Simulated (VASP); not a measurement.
Here is a VASP 6.6.1 calculation.

POSCAR

```
Cu
1.0
   -1.4427933200      1.4427933200      1.3760814500
    1.4427933200     -1.4427933200      1.3760814500
    1.4427933200      1.4427933200     -1.3760814500
Cu
1
Direct
    0.0000000000      0.0000000000      0.0000000000
```

The input INCAR.step1:

```
SYSTEM = Cu
PREC = Accurate
ENCUT = 520
ISMEAR = 0
SIGMA = 0.1
LREAL = .False.
LASPH = .True.
NELM = 100
NBANDS = 12
GGA = PE
ALGO = Normal
EDIFF = 1E-4
LWAVE = .True.
LCHARG = .False.
```

Contents of INCAR.step2:

```
SYSTEM = Cu
PREC = Accurate
ENCUT = 520
EDIFF = 1E-6
ISMEAR = 0
SIGMA = 0.1
LREAL = .False.
LASPH = .True.
NELM = 100
ALGO = Normal
ISIF = 2
LWAVE = .False.
LCHARG = .False.
METAGGA = R2SCAN
LMIXTAU = .True.
NBANDS = 12
ISTART = 1
```

KPOINTS

```
regular mesh
0
Gamma
  8 8 8
  0 0 0
```

Potentials or basis: VASP PAW PBE potentials, release 64 (Cu).

Run with:

```bash
$ cat potpaw_PBE.64/Cu/POTCAR > POTCAR
$ cp INCAR.step1 INCAR
$ mpirun -np 1 vasp_std > vasp.out
$ cp INCAR.step2 INCAR
$ mpirun -np 1 vasp_std > vasp.out
```

(1) Estimate the pressure.

Results:

(1) 1.2 GPa.

Caveat: the k points lie up to 0.39 Å⁻¹ apart; the PAW data sets were made with another functional, which shifts forces and pressure a little.
